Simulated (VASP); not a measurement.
# WC (Qusongite) in VASP: a series of runs

The runs below take WC (Qusongite) through single point, with PBE.

All numbers are computed with VASP 6.6.1; they aren't measurements. Logs are shortened: lines on timing, memory, paths and dates and some standing lists are left out, and cuts for length are marked.

## (1) The cell of the first run

The structure is hexagonal, space group P-6m2 (No. 187). Conventional cell: a = 2.907 Å, b = 2.907 Å, c = 2.837 Å, α = 90.00°, β = 90.00°, γ = 120.00°. Within 2.9 Å of W (site symmetry -6m2) lie 6 C at 2.20 Å and 2 W at 2.84 Å. C (site symmetry -6m2) has 6 W at 2.20 Å and 2 C at 2.84 Å within 2.9 Å.

## (2) Single point, PBE

Input file INCAR:

```
ALGO = Normal
EDIFF = 1E-6
ENCUT = 520
GGA = PE
ISIF = 2
ISMEAR = -1
LASPH = True
LCHARG = False
LREAL = False
LWAVE = False
NBANDS = 16
NELM = 80
PREC = Accurate
SIGMA = 0.1
```

Input file KPOINTS:

```
k-points
0
Gamma
  11 11 10
```

Input file POSCAR:

```
WC
1.0
    2.9065000000      0.0000000000      0.0000000000
   -1.4532500000      2.5171030000      0.0000000000
    0.0000000000      0.0000000000      2.8366000000
W C
1 1
Direct
    0.0000000000      0.0000000000      0.0000000000
    0.6666666667      0.3333333333      0.5000000000
```

Potentials or basis: VASP PAW PBE potentials, release 64 (W_sv, C).

The run is started by

```console
$ cat potpaw_PBE.64/W_sv/POTCAR potpaw_PBE.64/C/POTCAR > POTCAR
$ mpirun -np 1 vasp_std > vasp.out
```

OUTCAR:

```text
EDIFF = 1E-6
   ENCUT = 520
   GGA = PE
   ISIF = 2
   ISMEAR = -1
   LASPH = True
   LREAL = False
   NELM = 80
   PREC = Accurate

 ion  position               nearest neighbor table
   1  0.000  0.000  0.000-   2 2.20   2 2.20   2 2.20   2 2.20   2 2.20   2 2.20
   2  0.667  0.333  0.500-   1 2.20   1 2.20   1 2.20   1 2.20   1 2.20   1 2.20

  LATTYP: Found a hexagonal cell.
 ALAT       =     2.9065000000
 C/A-ratio  =     0.9759504559

  Lattice vectors:

 A1 = (   2.9065000000,   0.0000000000,   0.0000000000)
 A2 = (  -1.4532500000,   2.5171030000,   0.0000000000)
 A3 = (   0.0000000000,   0.0000000000,   2.8366000000)

Analysis of symmetry for initial positions (statically):
=====================================================================
 Subroutine PRICEL returns:
 Original cell was already a primitive cell.

 Routine SETGRP: Setting up the symmetry group for a
 hexagonal supercell.

 Subroutine GETGRP returns: Found 12 space group operations
 (whereof 12 operations were pure point group operations)
 out of a pool of 24 trial point group operations.

The static configuration has the point symmetry D_3h.

Analysis of symmetry for dynamics (positions and initial velocities):
=====================================================================
 Subroutine PRICEL returns:
 Original cell was already a primitive cell.

 Routine SETGRP: Setting up the symmetry group for a
 hexagonal supercell.

 Subroutine GETGRP returns: Found 12 space group operations
 (whereof 12 operations were pure point group operations)
 out of a pool of 24 trial point group operations.

The dynamic configuration has the point symmetry D_3h.

 Subroutine INISYM returns: Found 12 space group operations
 (whereof 12 operations are pure point group operations),
 and found     1 'primitive' translations

----------------------------------------------------------------------------------------

                                     Primitive cell

  volume of cell :      20.7525

  direct lattice vectors                    reciprocal lattice vectors
     2.906500000  0.000000000  0.000000000     0.344056425  0.198641057  0.000000000
    -1.453250000  2.517103000  0.000000000     0.000000000  0.397282114  0.000000000
     0.000000000  0.000000000  2.836600000     0.000000000  0.000000000  0.352534725

  length of vectors
[... 75 lines left out ...]
   ICHARG =      2    charge: 1-file 2-atom 10-const
   ISPIN  =      1    spin polarized calculation?
   LNONCOLLINEAR =      F non collinear calculations
   LSORBIT =      F    spin-orbit coupling
   LASPH  =      T    aspherical Exc in radial PAW
   ENCUT  =  520.0 eV  38.22 Ry    6.18 a.u.   5.40  5.40  5.27*2*pi/ulx,y,z
   NELM   =     80;   NELMIN=  2; NELMDL= -5     # of ELM steps
   EDIFF  = 0.1E-05   stopping-criterion for ELM
   LREAL  =      F    real-space projection
   EDIFFG = 0.1E-04   stopping-criterion for IOM
   NSW    =      0    number of steps for IOM
   IBRION =     -1    ionic relax: 0-MD 1-quasi-New 2-CG
   NFREE  =      0    steps in history (QN), initial steepest desc. (CG)
   ISIF   =      2    stress and relaxation
   ISYM   =      2    0-nonsym 1-usesym 2-fastsym
   POTIM  = 0.5000    time-step for ionic-motion
   TEBEG  =    0.0;   TEEND  =   0.0 temperature during run
   PSTRESS=    0.0 pullay stress
   NELECT =      18.0000    total number of electrons
   NUPDOWN=      -1.0000    fix difference up-down
   EMIN   =  10.00;   EMAX   =-10.00  energy-range for DOS
   EFERMI =   0.00;   METHOD = LEGACY
   ISMEAR =    -1;   SIGMA  =   0.10  broadening in eV -4-tet -1-fermi 0-gaus
   EFERMI_NEDOS =   21; number of points for ismear=-14 and -15
   IALGO  =     38    algorithm
   IMIX   =      4    mixing-type and parameters
     AMIX     =   0.40;   BMIX     =  1.00
     AMIX_MAG =   1.60;   BMIX_MAG =  1.00
  volume/ion in A,a.u.               =      10.38        70.02
  Fermi-wavevector in a.u.,A,eV,Ry     =   1.561262  2.950358 33.164743  2.437540
  Thomas-Fermi vector in A             =   2.664353
   LORBIT       =      0    0 simple, 1 ext, 2 COOP (PROOUT), +10 PAW based schemes
   GGA     = PE    functional components
[... 5 lines left out ...]
 non-spin polarized calculation
  energy-cutoff  :      520.00
  volume of cell :       20.75
 maximum number of plane-waves:       580
 NGX is ok and might be reduce to    24
   NGX = 11   NGY = 11   NGZ = 11

 number of electron      18.0000000 magnetization

 Free energy of the ion-electron system (eV)
  ---------------------------------------------------
  ext. energy  EPLUGINS =         0.00000000
  ---------------------------------------------------
  free energy    TOTEN  =       -22.44737590 eV

  energy without entropy =      -22.43817536  energy(sigma->0) =      -22.44277563

 E-fermi :  11.1247     XC(G=0): -13.8000

 val. band max:       11.0674767536   @ k =   0.4545   0.0909   0.5000
 cond. band min:      11.1344574638   @ k =   0.2727   0.2727   0.0000
 fundamental gap:      0.0669807102
 Fermi energy:        11.1246992924

 k-point     1 :       0.0000    0.0000    0.0000
  band No.  band energies     occupation
      1     -62.9245      2.00000
      2     -26.9057      2.00000
      3     -26.8031      2.00000
      4     -26.8031      2.00000
      5      -3.3720      2.00000
      6       6.7661      2.00000
[... 433 lines left out ...]
      3     -26.9245      2.00000
      4     -26.9014      2.00000
      5      -1.8194      2.00000
      6       5.8256      2.00000
[... 8 lines left out ...]
     15      24.6305      0.00000
     16      28.8833      0.00000

 [... further k-points ...]

------------------------ aborting loop because EDIFF is reached ----------------------------------------

  FORCE on cell =-STRESS in cart. coord.  units (eV):
  Direction    XX          YY          ZZ          XY          YZ          ZX
  --------------------------------------------------------------------------------------
  -------------------------------------------------------------------------------------
  Total        0.8887496      0.8887497      0.8411749      0.0000000      0.0000000      0.0000000
  in kB       68.6152399     68.6152488     64.9422736      0.0000000      0.0000000      0.0000000
  external PRESSURE =      67.3909208 kB  Pullay stress =       0.0000000 kB

 VOLUME and BASIS-vectors are now :
 -----------------------------------------------------------------------------
  energy-cutoff  :      520.00
  volume of cell :       20.75
      direct lattice vectors                 reciprocal lattice vectors
     2.906500000  0.000000000  0.000000000     0.344056425  0.198641057  0.000000000
    -1.453250000  2.517103000  0.000000000     0.000000000  0.397282114  0.000000000
     0.000000000  0.000000000  2.836600000     0.000000000  0.000000000  0.352534725

 POSITION                                       TOTAL-FORCE (eV/Angst)
 -----------------------------------------------------------------------------------
      0.00000      0.00000      0.00000        -0.000000     -0.000000      0.000000
      1.45325      0.83903      1.41830         0.000000      0.000000      0.000000
 -----------------------------------------------------------------------------------
    total drift:                                0.000000      0.000001      0.000000

  FREE ENERGIE OF THE ION-ELECTRON SYSTEM (eV)
  ---------------------------------------------------
  free  energy   TOTEN  =       -22.4473758996 eV

  energy  without entropy=      -22.4381753589  energy(sigma->0) =      -22.44277563
```

OSZICAR:

```text
N       E                     dE             d eps       ncg     rms          rms(c)
DAV:   1     0.109890228784E+03    0.10989E+03   -0.93908E+03  3072   0.126E+03
DAV:   2    -0.221860107854E+02   -0.13208E+03   -0.12737E+03  3632   0.336E+02
DAV:   3    -0.254998250595E+02   -0.33138E+01   -0.33000E+01  3360   0.504E+01
DAV:   4    -0.255177425145E+02   -0.17917E-01   -0.17916E-01  4064   0.418E+00
DAV:   5    -0.255178749513E+02   -0.13244E-03   -0.13244E-03  3336   0.342E-01    0.324E+01
DAV:   6    -0.225301101206E+02    0.29878E+01   -0.57298E+00  3680   0.258E+01    0.856E+00
DAV:   7    -0.224752629500E+02    0.54847E-01   -0.42140E-01  3192   0.501E+00    0.624E+00
DAV:   8    -0.224486058954E+02    0.26657E-01   -0.62769E-02  3488   0.214E+00    0.107E+00
DAV:   9    -0.224474366724E+02    0.11692E-02   -0.30317E-03  3320   0.425E-01    0.121E-01
DAV:  10    -0.224473782210E+02    0.58451E-04   -0.29958E-04  3712   0.196E-01    0.631E-02
DAV:  11    -0.224473767648E+02    0.14562E-05   -0.13464E-05  3448   0.331E-02    0.104E-02
DAV:  12    -0.224473758996E+02    0.86525E-06   -0.29079E-06  3344   0.153E-02
   1 F= -.22447376E+02 E0= -.22442776E+02  d E =-.920054E-02
```

stdout:

```text
POSCAR found type information on POSCAR W C
 POSCAR found :  2 types and       2 ions
 scaLAPACK will be used
 LDA part: xc-table for (Slater+PW92), standard interpolation
 POSCAR, INCAR and KPOINTS ok, starting setup
 FFT: planning ... GRIDC
 FFT: planning ... GRID_SOFT
 FFT: planning ... GRID
 WAVECAR not read
 entering main loop
```

Wall time 22 s (1 thread of AMD EPYC 7R13 (Zen 3), shared host); peak memory 0.13 GiB.

What came out:

- Free energy: -22.4474 eV
- Pressure: 6.7 GPa
- Band gap on the k mesh: zero (band 9 reaches 11.72 eV, above the bottom of band 10 at 10.50 eV)

Levels at points of the mesh, in eV from the Fermi level:
| k point | band 7 | band 8 | band 9 | band 10 | band 11 | band 12 |
| --- | --- | --- | --- | --- | --- | --- |
| (0.00, 0.00, 0.00) | -3.38 | -3.38 | 0.04 | 3.19 | 3.19 | 5.58 |
| (0.00, 0.00, 0.50) | -2.06 | -2.06 | -0.63 | -0.63 | 3.62 | 4.48 |

Caveat: spin-orbit coupling is left out, which moves the levels of the heavy elements.

## (3) Single point, PBE

Input file INCAR:

```
SYSTEM = WC
PREC = Accurate
ENCUT = 520
EDIFF = 1E-6
ISMEAR = -1
SIGMA = 0.1
LREAL = .FALSE.
LASPH = .TRUE.
NELM = 100
ALGO = Normal
ISIF = 2
LWAVE = .FALSE.
LCHARG = .FALSE.
GGA = PE
NBANDS = 16
```

Input file KPOINTS:

```
regular mesh
0
G
  11 11 10
  0 0 0
```

Edit POSCAR of step 2 so:

```diff
@@ -8,3 +8,3 @@
 Direct
-    0.0000000000      0.0000000000      0.0000000000
+    0.0000000000      0.0000000000     -0.0352534725
     0.6666666667      0.3333333333      0.5000000000
```

Potentials or basis: VASP PAW PBE potentials, release 64 (W_sv, C).

The run is started by

```console
$ cat potpaw_PBE.64/W_sv/POTCAR potpaw_PBE.64/C/POTCAR > POTCAR
$ mpirun -np 1 vasp_std > vasp.out
```

Wall time 29 s (1 thread of AMD EPYC 7R13 (Zen 3), shared host); peak memory 0.14 GiB.

The run converged. Its results:

| Item | Value |
| --- | --- |
| Free energy | -22.3753 eV |
| Pressure | 9.0 GPa |
| Largest force | 1.461 eV/Å |
| Band gap on the k mesh | zero (band 9 reaches 11.67 eV, above the bottom of band 10 at 10.57 eV) |

Forces in eV/Å, atoms in the order of the input:
```
W    0.000  0.000  1.461
C    0.000  0.000 -1.461
```

Stress tensor (GPa, compression positive):
```
8.68 0.00 0.00
0.00 8.68 0.00
0.00 0.00 9.58
```

Levels at points of the mesh, in eV from the Fermi level:
```
           k point  band 6  band 7  band 8  band 9  band 10  band 11  band 12  band 13
(0.00, 0.00, 0.00)   -4.48   -3.44   -3.44    0.24     3.13     3.13     5.74     5.74
(0.00, 0.00, 0.50)   -8.65   -2.20   -2.20   -0.56    -0.56     3.71     4.57     4.57
```

Caveat: spin-orbit coupling is left out, which moves the levels of the heavy elements; forces of over 1 eV/Å act on the atoms, so gaps and moduli don't describe the material at rest.

## (4) Single point, PBE

Input file INCAR:

```
PREC = Accurate
ENCUT = 520
EDIFF = 1E-6
ISMEAR = -1
SIGMA = 0.1
LREAL = False
LASPH = True
NELM = 100
ALGO = Normal
ISIF = 2
LWAVE = False
LCHARG = False
GGA = PE
NBANDS = 16
```

Input file KPOINTS:

```
regular mesh
0
Gamma
  11 11 10
```

Edit POSCAR of step 3 so:

```diff
@@ -8,3 +8,3 @@
 Direct
-    0.0000000000      0.0000000000     -0.0352534725
+    0.0000000000      0.0000000000      0.0352534725
     0.6666666667      0.3333333333      0.5000000000
```

Potentials or basis: VASP PAW PBE potentials, release 64 (W_sv, C).

The run is started by

```console
$ cat potpaw_PBE.64/W_sv/POTCAR potpaw_PBE.64/C/POTCAR > POTCAR
$ mpirun -np 1 vasp_std > vasp.out
```

OUTCAR:

```text
PREC = Accurate
   ENCUT = 520
   EDIFF = 1E-6
   ISMEAR = -1
   LREAL = False
   LASPH = True
   NELM = 100
   ISIF = 2
   GGA = PE

 ion  position               nearest neighbor table
   1  0.000  0.000  0.035-   2 2.13   2 2.13   2 2.13   2 2.26   2 2.26   2 2.26
   2  0.667  0.333  0.500-   1 2.13   1 2.13   1 2.13   1 2.26   1 2.26   1 2.26

  LATTYP: Found a hexagonal cell.
 ALAT       =     2.9065000000
 C/A-ratio  =     0.9759504559

  Lattice vectors:

 A1 = (   2.9065000000,   0.0000000000,   0.0000000000)
 A2 = (  -1.4532500000,   2.5171030000,   0.0000000000)
 A3 = (   0.0000000000,   0.0000000000,   2.8366000000)

Analysis of symmetry for initial positions (statically):
=====================================================================
 Subroutine PRICEL returns:
 Original cell was already a primitive cell.

 Routine SETGRP: Setting up the symmetry group for a
 hexagonal supercell.

 Subroutine GETGRP returns: Found  6 space group operations
 (whereof  6 operations were pure point group operations)
 out of a pool of 24 trial point group operations.

The static configuration has the point symmetry C_3v.

Analysis of symmetry for dynamics (positions and initial velocities):
=====================================================================
 Subroutine PRICEL returns:
 Original cell was already a primitive cell.

 Routine SETGRP: Setting up the symmetry group for a
 hexagonal supercell.

 Subroutine GETGRP returns: Found  6 space group operations
 (whereof  6 operations were pure point group operations)
 out of a pool of 24 trial point group operations.

The dynamic configuration has the point symmetry C_3v.

 Subroutine INISYM returns: Found  6 space group operations
 (whereof  6 operations are pure point group operations),
 and found     1 'primitive' translations

----------------------------------------------------------------------------------------

                                     Primitive cell
[... 105 lines left out ...]
   EFERMI =   0.00;   METHOD = LEGACY
   ISMEAR =    -1;   SIGMA  =   0.10  broadening in eV -4-tet -1-fermi 0-gaus
   EFERMI_NEDOS =   21; number of points for ismear=-14 and -15
   IALGO  =     38    algorithm
   IMIX   =      4    mixing-type and parameters
     AMIX     =   0.40;   BMIX     =  1.00
     AMIX_MAG =   1.60;   BMIX_MAG =  1.00
  volume/ion in A,a.u.               =      10.38        70.02
  Fermi-wavevector in a.u.,A,eV,Ry     =   1.561262  2.950358 33.164743  2.437540
  Thomas-Fermi vector in A             =   2.664353
   LORBIT       =      0    0 simple, 1 ext, 2 COOP (PROOUT), +10 PAW based schemes
   GGA     = PE    functional components
[... 5 lines left out ...]
 non-spin polarized calculation
  energy-cutoff  :      520.00
  volume of cell :       20.75
 maximum number of plane-waves:       580
 NGX is ok and might be reduce to    24
   NGX = 11   NGY = 11   NGZ = 11

 number of electron      18.0000000 magnetization

 Free energy of the ion-electron system (eV)
  ---------------------------------------------------
  ext. energy  EPLUGINS =         0.00000000
  ---------------------------------------------------
  free energy    TOTEN  =       -22.37527083 eV

  energy without entropy =      -22.36625073  energy(sigma->0) =      -22.37076078

 E-fermi :  11.1205     XC(G=0): -13.7931

 val. band max:       11.0811941445   @ k =   0.4545   0.0909   0.5000
 cond. band min:      11.1776617610   @ k =   0.4545   0.0000   0.5000
 fundamental gap:      0.0964676164
 Fermi energy:        11.1205147013

 k-point     1 :       0.0000    0.0000    0.0000
  band No.  band energies     occupation
      1     -62.9033      2.00000
      2     -26.8859      2.00000
      3     -26.7914      2.00000
      4     -26.7914      2.00000
      5      -3.3663      2.00000
      6       6.6435      2.00000
[... 433 lines left out ...]
      3     -26.9432      2.00000
      4     -26.8626      2.00000
      5      -0.6678      2.00000
      6       4.6505      2.00000
[... 8 lines left out ...]
     15      25.2832      0.00000
     16      27.7853      0.00000

 [... further k-points ...]

------------------------ aborting loop because EDIFF is reached ----------------------------------------

  FORCE on cell =-STRESS in cart. coord.  units (eV):
  Direction    XX          YY          ZZ          XY          YZ          ZX
  --------------------------------------------------------------------------------------
  -------------------------------------------------------------------------------------
  Total        1.1248164      1.1248165      1.2404223     -0.0000000      0.0000000      0.0000000
  in kB       86.8405951     86.8406064     95.7658642     -0.0000000      0.0000000      0.0000000
  external PRESSURE =      89.8156886 kB  Pullay stress =       0.0000000 kB

 VOLUME and BASIS-vectors are now :
 -----------------------------------------------------------------------------
  energy-cutoff  :      520.00
  volume of cell :       20.75
      direct lattice vectors                 reciprocal lattice vectors
     2.906500000  0.000000000  0.000000000     0.344056425  0.198641057  0.000000000
    -1.453250000  2.517103000  0.000000000     0.000000000  0.397282114  0.000000000
     0.000000000  0.000000000  2.836600000     0.000000000  0.000000000  0.352534725

 POSITION                                       TOTAL-FORCE (eV/Angst)
 -----------------------------------------------------------------------------------
      0.00000      0.00000      0.10000         0.000000      0.000000     -1.461295
      1.45325      0.83903      1.41830        -0.000000     -0.000000      1.461295
 -----------------------------------------------------------------------------------
    total drift:                                0.000000      0.000001      0.000364

  FREE ENERGIE OF THE ION-ELECTRON SYSTEM (eV)
  ---------------------------------------------------
  free  energy   TOTEN  =       -22.3752708336 eV

  energy  without entropy=      -22.3662507346  energy(sigma->0) =      -22.37076078
```

Wall time 30 s (1 thread of AMD EPYC 7R13 (Zen 3), shared host); peak memory 0.14 GiB.

What came out:

| Quantity | Value |
| --- | --- |
| Free energy | -22.3753 eV |
| Pressure | 9.0 GPa |
| Largest force | 1.461 eV/Å |
| Band gap on the k mesh | zero (band 9 reaches 11.67 eV, above the bottom of band 10 at 10.57 eV) |

Forces on the atoms (eV/Å):
```
W    0.000  0.000 -1.461
C    0.000  0.000  1.461
```

Caveat: spin-orbit coupling is left out, which moves the levels of the heavy elements; forces of over 1 eV/Å act on the atoms, so gaps and moduli don't describe the material at rest.
